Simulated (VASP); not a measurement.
# CsV (Fd-3m) in VASP: a series of runs

The runs below take CsV through single point, relaxation of cell and atoms, with PBE.

Program: VASP 6.6.1. These are calculated values, not measurements. Logs are shortened: lines on timing, memory, paths and dates and some standing lists are left out, and cuts for length are marked.

**1. The cell of the first run**

Symmetry: Fd-3m, No. 227, cubic system. The conventional cell has a = 8.561 Å, b = 8.561 Å, c = 8.561 Å, α = 90.00°, β = 90.00°, γ = 90.00°. Cs (site symmetry -43m) has 4 Cs at 3.71 Å and 10 V at 3.71 to 4.28 Å within 4.9 Å. Within 4.9 Å of V (site symmetry -43m) lie 10 Cs at 3.71 to 4.28 Å and 4 V at 3.71 Å.

**2. Single point, PBE, collinear spin, ferromagnetic start**

INCAR reads:

```
SYSTEM = CsV
PREC = Accurate ; ENCUT = 520
EDIFF = 1E-6 ; ISMEAR = 0
SIGMA = 0.1 ; LREAL = .False.
LASPH = .True. ; NELM = 150
ALGO = Normal ; ISIF = 2
LWAVE = .False. ; LCHARG = .True.
ISPIN = 2 ; MAGMOM = 0.14 0.14 3.72 3.72
LORBIT = 11 ; LMAXMIX = 4
GGA = PE ; LELF = .True.
LVHAR = .True. ; NBANDS = 34
```

KPOINTS reads:

```
regular mesh
0
Gamma
  4 4 4
  0 0 0
```

POSCAR reads:

```
CsV
1.0
    0.0000000000      4.2802800453      4.2802800453
    4.2802800453      0.0000000000      4.2802800453
    4.2802800453      4.2802800453      0.0000000000
Cs V
2 2
Direct
    0.5000000000      0.5000000000      0.5000000000
    0.7500000000      0.7500000000      0.7500000000
    0.0000000000      0.0000000000      0.0000000000
    0.2500000000      0.2500000000      0.2500000000
```

Potentials or basis: VASP PAW PBE potentials, release 64 (Cs_sv, V_sv).

Started as:

```sh
$ cat potpaw_PBE.64/Cs_sv/POTCAR potpaw_PBE.64/V_sv/POTCAR > POTCAR
$ mpirun -np 1 vasp_std > vasp.out
```

OUTCAR:

```text
SYSTEM = CsV
   PREC = Accurate
   ENCUT = 520
   EDIFF = 1E-6
   ISMEAR = 0
   LREAL = .False.
   LASPH = .True.
   NELM = 150
   ISIF = 2
   ISPIN = 2
   LORBIT = 11
   GGA = PE

 ion  position               nearest neighbor table
   1  0.500  0.500  0.500-
   2  0.750  0.750  0.750-
   3  0.000  0.000  0.000-
   4  0.250  0.250  0.250-

  LATTYP: Found a face centered cubic cell.
 ALAT       =     8.5605600906

  Lattice vectors:

 A1 = (   0.0000000000,   4.2802800453,   4.2802800453)
 A2 = (   4.2802800453,   0.0000000000,   4.2802800453)
 A3 = (   4.2802800453,   4.2802800453,   0.0000000000)

Analysis of symmetry for initial positions (statically):
=====================================================================
 Subroutine PRICEL returns:
 Original cell was already a primitive cell.

 Routine SETGRP: Setting up the symmetry group for a
 face centered cubic supercell.

 Subroutine GETGRP returns: Found 48 space group operations
 (whereof 24 operations were pure point group operations)
 out of a pool of 48 trial point group operations.

The static configuration has the point symmetry T_d .
 The point group associated with its full space group is O_h .

Analysis of symmetry for dynamics (positions and initial velocities):
=====================================================================
 Subroutine PRICEL returns:
 Original cell was already a primitive cell.

 Routine SETGRP: Setting up the symmetry group for a
 face centered cubic supercell.

 Subroutine GETGRP returns: Found 48 space group operations
 (whereof 24 operations were pure point group operations)
 out of a pool of 48 trial point group operations.

The dynamic configuration has the point symmetry T_d .
 The point group associated with its full space group is O_h .

Analysis of structural, dynamic, and magnetic symmetry:
=====================================================================
 Subroutine PRICEL returns:
 Original cell was already a primitive cell.

 Routine SETGRP: Setting up the symmetry group for a
 face centered cubic supercell.

 Subroutine GETGRP returns: Found 48 space group operations
 (whereof 24 operations were pure point group operations)
 out of a pool of 48 trial point group operations.

The overall configuration has the point symmetry T_d .
 The point group associated with its full space group is O_h .

 Subroutine INISYM returns: Found 48 space group operations
 (whereof 24 operations are pure point group operations),
 and found     1 'primitive' translations

----------------------------------------------------------------------------------------

                                     Primitive cell

  volume of cell :     156.8363

  direct lattice vectors                    reciprocal lattice vectors
     0.000000000  4.280280045  4.280280045    -0.116814787  0.116814787  0.116814787
     4.280280045  0.000000000  4.280280045     0.116814787 -0.116814787  0.116814787
     4.280280045  4.280280045  0.000000000     0.116814787  0.116814787 -0.116814787

  length of vectors
     6.053230091  6.053230091  6.053230091     0.202329145  0.202329145  0.202329145

  position of ions in fractional coordinates (direct lattice)
     0.500000000  0.500000000  0.500000000
     0.750000000  0.750000000  0.750000000
     0.000000000  0.000000000  0.000000000
     0.250000000  0.250000000  0.250000000

  ion indices of the primitive-cell ions
   primitive index   ion index
                 1           1
                 2           2
                 3           3
                 4           4

----------------------------------------------------------------------------------------

 KPOINTS: regular mesh

Automatic generation of k-mesh.
 Grid dimensions read from file:
 generate k-points for:    4    4    4

 Generating k-lattice:

  Cartesian coordinates                     Fractional coordinates (reciprocal lattice)
    -0.029203697  0.029203697  0.029203697     0.250000000  0.000000000  0.000000000
     0.029203697 -0.029203697  0.029203697     0.000000000  0.250000000  0.000000000
     0.029203697  0.029203697 -0.029203697     0.000000000  0.000000000  0.250000000

  Length of vectors
     0.050582286  0.050582286  0.050582286

  Shift w.r.t. Gamma in fractional coordinates (k-lattice)
     0.000000000  0.000000000  0.000000000

 Subroutine IBZKPT returns following result:
 ===========================================

 Found      8 irreducible k-points:

 Following reciprocal coordinates:
            Coordinates               Weight
  0.000000  0.000000  0.000000      1.000000
  0.250000  0.000000  0.000000      8.000000
  0.500000  0.000000  0.000000      4.000000
  0.250000  0.250000  0.000000      6.000000
  0.500000  0.250000  0.000000     24.000000
 -0.250000  0.250000  0.000000     12.000000
  0.500000  0.500000  0.000000      3.000000
 -0.250000  0.500000  0.250000      6.000000
   k-points           NKPTS =      8   k-points in BZ     NKDIM =      8   number of bands    NBANDS=     34
   number of dos      NEDOS =    301   number of ions     NIONS =      4
   total plane-waves  NPLWV = 110592
   dimension x,y,z NGX =    48 NGY =   48 NGZ =   48
   dimension x,y,z NGXF=    96 NGYF=   96 NGZF=   96
   ions per type =               2   2
   NGX,Y,Z   is equivalent  to a cutoff of  13.18, 13.18, 13.18 a.u.
   NGXF,Y,Z  is equivalent  to a cutoff of  26.37, 26.37, 26.37 a.u.
 SYSTEM =  CsV
   PREC   = accura    normal or accurate (medium, high low for compatibility)
   ISTART =      0    job   : 0-new  1-cont  2-samecut
   ICHARG =      2    charge: 1-file 2-atom 10-const
   ISPIN  =      2    spin polarized calculation?
   LNONCOLLINEAR =      F non collinear calculations
   LSORBIT =      F    spin-orbit coupling
   LASPH  =      T    aspherical Exc in radial PAW
   ENCUT  =  520.0 eV  38.22 Ry    6.18 a.u.  11.25 11.25 11.25*2*pi/ulx,y,z
   NELM   =    150;   NELMIN=  2; NELMDL= -5     # of ELM steps
   EDIFF  = 0.1E-05   stopping-criterion for ELM
   LREAL  =      F    real-space projection
   EDIFFG = 0.1E-04   stopping-criterion for IOM
   NSW    =      0    number of steps for IOM
   IBRION =     -1    ionic relax: 0-MD 1-quasi-New 2-CG
   NFREE  =      0    steps in history (QN), initial steepest desc. (CG)
   ISIF   =      2    stress and relaxation
   ISYM   =      2    0-nonsym 1-usesym 2-fastsym
   POTIM  = 0.5000    time-step for ionic-motion
   TEBEG  =    0.0;   TEEND  =   0.0 temperature during run
   PSTRESS=    0.0 pullay stress
   NELECT =      44.0000    total number of electrons
   NUPDOWN=      -1.0000    fix difference up-down
   EMIN   =  10.00;   EMAX   =-10.00  energy-range for DOS
   EFERMI =   0.00;   METHOD = LEGACY
   ISMEAR =     0;   SIGMA  =   0.10  broadening in eV -4-tet -1-fermi 0-gaus
   EFERMI_NEDOS =   21; number of points for ismear=-14 and -15
   IALGO  =     38    algorithm
   IMIX   =      4    mixing-type and parameters
     AMIX     =   0.40;   BMIX     =  1.00
     AMIX_MAG =   1.60;   BMIX_MAG =  1.00
  volume/ion in A,a.u.               =      39.21       264.60
  Fermi-wavevector in a.u.,A,eV,Ry     =   1.071709  2.025236 15.627110  1.148560
  Thomas-Fermi vector in A             =   2.207457
   LORBIT       =     11    0 simple, 1 ext, 2 COOP (PROOUT), +10 PAW based schemes
   GGA     = PE    functional components
   LHFCALC =     F    Hartree Fock is set to
   AEXX    =    0.0000 exact exchange contribution
   IVDW    =     0    specifies the selected vdW correction
   LEPSILON=     F    determine dielectric tensor
   LRPA    =     F    only Hartree local field effects (RPA)
 spin polarized calculation
 Gauss-broadening in eV      SIGMA  =   0.10
  energy-cutoff  :      520.00
  volume of cell :      156.84
 maximum number of plane-waves:      4279
 NGX is ok and might be reduce to    48
   NGX = 23   NGY = 23   NGZ = 23

 number of electron      44.0000012 magnetization       8.2962224

 Free energy of the ion-electron system (eV)
  ---------------------------------------------------
  ext. energy  EPLUGINS =         0.00000000
  ---------------------------------------------------
  free energy    TOTEN  =       -13.16250595 eV

  energy without entropy =      -13.11006406  energy(sigma->0) =      -13.13628500

 E-fermi :   2.9988     XC(G=0):  -8.4353

 val. band max:        2.9955490142   @ k =   0.5000   0.5000   0.0000
 cond. band min:       3.0055911794   @ k =   0.0000   0.0000   0.0000
 fundamental gap:      0.0100421652
 Fermi energy:         2.9988128571

 spin component 1

 k-point     1 :       0.0000    0.0000    0.0000
  band No.  band energies     occupation
      1     -61.7594      1.00000
      2     -61.7580      1.00000
      3     -35.6580      1.00000
      4     -35.6580      1.00000
      5     -35.6580      1.00000
      6     -35.6503      1.00000
[... 26 lines left out ...]
     33       5.7961      0.00000
     34       5.9738      0.00000

 k-point     2 :       0.2500    0.0000    0.0000
  band No.  band energies     occupation
      1     -61.7593      1.00000
      2     -61.7582      1.00000
      3     -35.6583      1.00000
      4     -35.6583      1.00000
      5     -35.6576      1.00000
      6     -35.6506      1.00000
[... 26 lines left out ...]
     33       5.8444      0.00000
     34       6.6491      0.00000
[... 183 lines left out ...]
     33       6.8649      0.00000
     34       6.8816      0.00000

 k-point     8 :      -0.2500    0.5000    0.2500
  band No.  band energies     occupation
      1     -61.7587      1.00000
      2     -61.7587      1.00000
      3     -35.6591      1.00000
      4     -35.6591      1.00000
      5     -35.6541      1.00000
      6     -35.6541      1.00000
[... 26 lines left out ...]
     33       6.7852      0.00000
     34       6.7852      0.00000
 Fermi energy:         2.9988128571

 spin component 2

 k-point     1 :       0.0000    0.0000    0.0000
  band No.  band energies     occupation
      1     -58.7889      1.00000
      2     -58.7873      1.00000
      3     -32.7132      1.00000
      4     -32.7132      1.00000
      5     -32.7132      1.00000
      6     -32.7044      1.00000
[... 26 lines left out ...]
     33       7.3921      0.00000
     34       7.3921      0.00000

 k-point     2 :       0.2500    0.0000    0.0000
  band No.  band energies     occupation
      1     -58.7887      1.00000
      2     -58.7874      1.00000
      3     -32.7136      1.00000
      4     -32.7136      1.00000
      5     -32.7128      1.00000
      6     -32.7048      1.00000
[... 26 lines left out ...]
     33       7.0542      0.00000
     34       7.6328      0.00000
[... 183 lines left out ...]
     33       7.3139      0.00000
     34       7.3139      0.00000

 k-point     8 :      -0.2500    0.5000    0.2500
  band No.  band energies     occupation
      1     -58.7881      1.00000
      2     -58.7881      1.00000
      3     -32.7146      1.00000
      4     -32.7146      1.00000
      5     -32.7088      1.00000
      6     -32.7088      1.00000
[... 26 lines left out ...]
     33       7.3138      0.00000
     34       7.3138      0.00000

------------------------ aborting loop because EDIFF is reached ----------------------------------------

  FORCE on cell =-STRESS in cart. coord.  units (eV):
  Direction    XX          YY          ZZ          XY          YZ          ZX
  --------------------------------------------------------------------------------------
  -------------------------------------------------------------------------------------
  Total        0.0562425      0.0562425      0.0562425      0.0000000     -0.0000000     -0.0000000
  in kB        0.5745514      0.5745514      0.5745514      0.0000000     -0.0000000     -0.0000000
  external PRESSURE =       0.5745514 kB  Pullay stress =       0.0000000 kB

 VOLUME and BASIS-vectors are now :
 -----------------------------------------------------------------------------
  energy-cutoff  :      520.00
  volume of cell :      156.84
      direct lattice vectors                 reciprocal lattice vectors
     0.000000000  4.280280045  4.280280045    -0.116814787  0.116814787  0.116814787
     4.280280045  0.000000000  4.280280045     0.116814787 -0.116814787  0.116814787
     4.280280045  4.280280045  0.000000000     0.116814787  0.116814787 -0.116814787

 POSITION                                       TOTAL-FORCE (eV/Angst)
 -----------------------------------------------------------------------------------
      4.28028      4.28028      4.28028         0.000000      0.000000      0.000000
      6.42042      6.42042      6.42042        -0.000000     -0.000000     -0.000000
      0.00000      0.00000      0.00000         0.000000      0.000000     -0.000000
      2.14014      2.14014      2.14014         0.000000      0.000000     -0.000000
 -----------------------------------------------------------------------------------
    total drift:                               -0.000000     -0.000000     -0.000000

  FREE ENERGIE OF THE ION-ELECTRON SYSTEM (eV)
  ---------------------------------------------------
  free  energy   TOTEN  =       -13.1625059459 eV

  energy  without entropy=      -13.1100640635  energy(sigma->0) =      -13.13628500

 total charge

# of ion       s       p       d       tot
------------------------------------------
    1        1.845   4.654   0.087   6.586
    2        1.845   4.654   0.087   6.586
    3        2.262   6.001   3.041  11.303
    4        2.262   6.001   3.041  11.303
--------------------------------------------------
tot          8.213  21.308   6.256  35.777

 magnetization (x)

# of ion       s       p       d       tot
------------------------------------------
    1        0.009   0.024   0.024   0.057
    2        0.009   0.024   0.024   0.057
    3        0.033   0.032   2.983   3.048
    4        0.033   0.032   2.983   3.048
--------------------------------------------------
tot          0.085   0.111   6.013   6.209
```

Run time: 73 s. Hardware: 1 thread of Intel Xeon 6975P-C (Granite Rapids), shared host; peak memory 0.41 GiB.

What came out:

```
Free energy                                           : -13.1625 eV
Pressure                                              : 0.1 GPa
Net moment                                            : 8.30 μB per cell
Site moments                                          : Cs +0.06; V +3.05 μB
Valence electrons inside the program's atomic spheres : Cs 6.59; V 11.30
```

Caveat: spin-orbit coupling is left out, which moves the levels of the heavy elements.

**3. Relaxation of cell and atoms, PBE, collinear spin, ferromagnetic start**

This run uses another cell than the first one, of 31.37 Å³/atom.

INCAR reads:

```
SYSTEM = CsV
ALGO = Fast
EDIFF = 1E-6
EDIFFG = -0.04
ENCUT = 600
GGA = PE
IBRION = 2
ISIF = 3
ISMEAR = 0
ISPIN = 2
LASPH = .True.
LCHARG = .False.
LMAXMIX = 4
LORBIT = 11
LREAL = .False.
LWAVE = .False.
MAGMOM = 0.14 0.14 3.72 3.72
NELM = 150
NSW = 90
PREC = Accurate
SIGMA = 0.1
```

KPOINTS reads:

```
k-points
0
Gamma
  4 4 4
  0 0 0
```

POSCAR reads:

```
CsV
1.0
    0.0000000000      3.9734055371      3.9734055371
    3.9734055371      0.0000000000      3.9734055371
    3.9734055371      3.9734055371      0.0000000000
Cs V
2 2
Direct
    0.5000000000      0.5000000000      0.5000000000
    0.7500000000      0.7500000000      0.7500000000
    0.0000000000      0.0000000000      0.0000000000
    0.2500000000      0.2500000000      0.2500000000
```

Potentials or basis: VASP PAW PBE potentials, release 64 (Cs_sv, V_sv).

Started as:

```sh
$ cat potpaw_PBE.64/Cs_sv/POTCAR potpaw_PBE.64/V_sv/POTCAR > POTCAR
$ mpirun -np 1 vasp_std > vasp.out
```

It took 3.2 min on 1 thread of Intel Xeon 6975P-C (Granite Rapids), shared host; peak memory 0.43 GiB.

The run converged. Its results:

```
Free energy                                           : -13.1587 eV
Relaxed volume                                        : 39.48 Å³/atom
Relaxed cell                                          : a = 6.067 Å, b = 6.067 Å, c = 6.067 Å, α = 60.00°, β = 60.00°, γ = 60.00°
Space group after relaxing (to 0.1 Å)                 : Fd-3m (No. 227)
Energy gained by relaxing                             : 95.7 meV/atom
Ionic steps                                           : 4
Pressure after relaxing                               : 0.0 GPa
Net moment                                            : 8.30 μB per cell
Site moments                                          : Cs +0.06; V +3.05 μB
Valence electrons inside the program's atomic spheres : Cs 6.58; V 11.30
```

The path:
```csv
step,energy change (eV),largest force (eV/Å),pressure (GPa),volume (Å³)
1,0.0000,0.0000,4.59,125.46
2,-0.3159,0.0000,1.56,142.50
3,-0.3806,0.0000,-0.22,160.46
4,-0.3827,0.0000,-0.02,157.92
```

Final structure:
```
CELL_PARAMETERS angstrom
0.00000 4.29015 4.29015
4.29015 0.00000 4.29015
4.29015 4.29015 0.00000
ATOMIC_POSITIONS crystal
Cs 0.50000 0.50000 0.50000
Cs 0.75000 0.75000 0.75000
V 0.00000 0.00000 0.00000
V 0.25000 0.25000 0.25000
```

Levels at points of the mesh, in eV from the Fermi level:
Spin up:
| k point | band 24 | band 25 | band 26 | band 27 | band 28 | band 29 |
| --- | --- | --- | --- | --- | --- | --- |
| (0.00, 0.00, 0.00) | -0.29 | -0.29 | 0.01 | 0.01 | 1.37 | 1.37 |
| (0.50, 0.00, 0.00) | -0.37 | -0.37 | -0.14 | -0.14 | -0.01 | 0.73 |
| (0.50, 0.50, 0.00) | -0.48 | 0.00 | 0.00 | 0.13 | 0.13 | 1.02 |
Spin down:
```csv
k point,band 16,band 17,band 18,band 19,band 20,band 21
"(0.00, 0.00, 0.00)",-9.33,-2.57,0.57,0.57,1.30,1.30
"(0.50, 0.00, 0.00)",-9.19,-0.97,-0.57,0.73,0.73,1.48
"(0.50, 0.50, 0.00)",-9.04,-0.87,-0.87,0.95,0.95,1.57
```

Caveat: the volume moved by over 15 % at a fixed basis, so the end points are rough; spin-orbit coupling is left out, which moves the levels of the heavy elements.
